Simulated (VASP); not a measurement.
## Ni: single point with LDA

Ni:

```
CELL_PARAMETERS angstrom
0.00000 1.70113 1.70113
1.70113 0.00000 1.70113
1.70113 1.70113 0.00000
ATOMIC_POSITIONS crystal
Ni 0.00000 0.00000 0.00000
```

| Property | Result |
| --- | --- |
| Program | VASP 6.6.1 |
| Task | single point |
| Functional | LDA |
| Potentials or basis | VASP PAW LDA potentials, release 64 (Ni) |
| Cutoff | 520 eV |
| k mesh | 22 × 22 × 22 |
| Occupations | gaussian, width 0.05 eV |
| Spin | collinear spin, ferromagnetic start |
| Starting moments | [0.74] μB |
| Dipole correction | no |
| Further INCAR settings | ALGO = Normal; EDIFF = 1e-06; NBANDS = 15 |

* Pressure: 4.5 GPa
* Net moment: 0.55 μB per cell
* Site moments: Ni +0.55 μB
* Valence electrons inside the program's atomic spheres: Ni 9.52

Levels at points of the mesh, in eV from the Fermi level:
Spin up:
| k point | band 2 | band 3 | band 4 | band 5 | band 6 | band 7 | band 8 | band 9 |
| --- | --- | --- | --- | --- | --- | --- | --- | --- |
| (0.00, 0.00, 0.00) | -2.61 | -2.61 | -2.61 | -1.27 | -1.27 | 24.60 | 29.16 | 29.16 |
| (0.50, 0.00, 0.00) | -2.62 | -2.62 | -0.46 | -0.46 | -0.45 | 6.48 | 23.08 | 26.34 |
| (0.50, 0.50, 0.00) | -4.68 | -0.43 | -0.28 | -0.28 | 2.51 | 10.22 | 15.72 | 15.72 |
Spin down:
```csv
k point,band 2,band 3,band 4,band 5,band 6,band 7,band 8,band 9
"(0.00, 0.00, 0.00)",-2.04,-2.04,-2.04,-0.75,-0.75,24.59,29.21,29.21
"(0.50, 0.00, 0.00)",-2.11,-2.11,-0.42,0.14,0.14,6.84,23.06,26.45
"(0.50, 0.50, 0.00)",-4.21,0.11,0.37,0.37,2.56,10.48,15.79,15.79
```

Wall time 58 s on 1 thread of Intel(R) Xeon(R) Platinum 8488C (Sapphire Rapids), on a shared host, peak memory 0.18 GiB.

Caveat: the cell stands under pressure.
